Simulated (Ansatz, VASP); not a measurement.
## Two plane-wave programs on SnSe

```
CELL_PARAMETERS angstrom
11.57028 0.00000 0.00000
0.00000 4.24514 0.00000
0.00000 0.00000 4.51869
ATOMIC_POSITIONS crystal
Sn 0.87700 0.75000 0.90900
Sn 0.62300 0.25000 0.40900
Sn 0.37700 0.75000 0.59100
Sn 0.12300 0.25000 0.09100
Se 0.64300 0.75000 0.98400
Se 0.85700 0.25000 0.48400
Se 0.14300 0.75000 0.51600
Se 0.35700 0.25000 0.01600
```

Alike in both runs: task single point; functional PBE; dispersion D3(BJ); k mesh 3 × 6 × 6; occupations fermi-dirac, width 0.05 eV; no spin polarisation.

```csv
,VASP,Ansatz
version,VASP 6.6.1,Ansatz 0.2.0
potentials or method,"VASP PAW PBE potentials, release 64 (Sn_d, Se)",Ansatz PAW
plane-wave cutoff (eV),520,420
valence electrons in the cell,80,120
```

Ansatz gave:

```
gap on the k mesh at the Fermi level (eV)                     : 0.57
least direct gap on the mesh (eV)                             : 0.74
pressure (GPa)                                                : -1.6
traceless stress, the component that is largest in VASP (GPa) : 1.54
rms of the force components (eV/Å)                            : 0.089
```

Task: What did VASP give for the same quantities?

Result: gap on the k mesh at the Fermi level (eV): 0.56; least direct gap on the mesh (eV): 0.73; pressure (GPa): -1.6; traceless stress, the component that is largest in VASP (GPa): 1.56; rms of the force components (eV/Å): 0.090.

Atom by atom the forces differ by 0.008 eV/Å (rms over components). VASP's potentials hold 80 valence electrons a cell and Ansatz's 120, so a difference there can come from the potentials and not from the codes.

Noted on Ansatz's run: odd divisions of the mesh miss points on the zone boundary, where band edges often lie, so the gap on the mesh can be too wide.
